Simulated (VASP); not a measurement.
The system is GaB5.

```
Ga B
1.0
     3.48676    0.00000    0.00000
    -1.74338    3.01962    0.00000
     0.00000    0.00000    4.94247
Ga B
1 5
Direct
  0.00000 0.00000 0.00000
  0.33333 0.66667 0.50000
  0.66667 0.33333 0.50000
  0.33333 0.66667 0.00000
  0.66667 0.33333 0.00000
  0.00000 0.00000 0.50000
```

The cell was built from a structure type or drawn by symmetry, and may not be a known phase.

```yaml
Program: VASP 6.6.1
Task: relaxation of cell and atoms
Functional: PBE
Potentials_or_basis: VASP PAW PBE potentials, release 64 (Ga_d, B)
Cutoff: 500 eV
k_mesh: 6 × 6 × 4
Occupations: gaussian, width 0.1 eV
Spin: no spin polarisation
```

At the start: pressure 0.1 GPa; volume 8.67 Å³/atom.

Q: How do energy, volume and symmetry change on relaxing?

A: Over 10 steps the energy falls by 47.3 meV/atom and the volume is 8.37 Å³/atom (-3.5 %); space group P6/mmm (No. 191, to 0.1 Å) before and after.

Step by step:
```
step  energy change (eV)  largest force (eV/Å)  pressure (GPa)  volume (Å³)
   1              0.0000                0.0000            0.11        52.04
   2             -0.0576                0.0000           -2.24        52.07
   3             -0.1274                0.0000           -3.72        52.04
   4             -0.2511                0.0000           -5.02        51.76
   5              0.6456                0.0000           10.80        50.15
   6             -0.2621                0.0000           -4.66        51.67
   7             -0.1797                0.0000            7.19        48.45
   8             -0.2736                0.0000           -2.08        50.86
   9             -0.2813                0.0000            1.05        49.89
  10             -0.2835                0.0000            0.01        50.22
```

Final structure:
```yaml
crystal:
  lattice:
    - [3.67307, 0.00000, 0.00000]
    - [-1.83654, 3.18098, 0.00000]
    - [0.00000, 0.00000, 4.29861]
  atoms:
    - { symbol: Ga, position: [0.00000, 0.00000, 0.00000] }
    - { symbol: B, position: [0.33333, 0.66667, 0.50000] }
    - { symbol: B, position: [0.66667, 0.33333, 0.50000] }
    - { symbol: B, position: [0.33333, 0.66667, 0.00000] }
    - { symbol: B, position: [0.66667, 0.33333, 0.00000] }
    - { symbol: B, position: [0.00000, 0.00000, 0.50000] }
```

Caveat: the highest band is partly filled, so the run has too few bands.
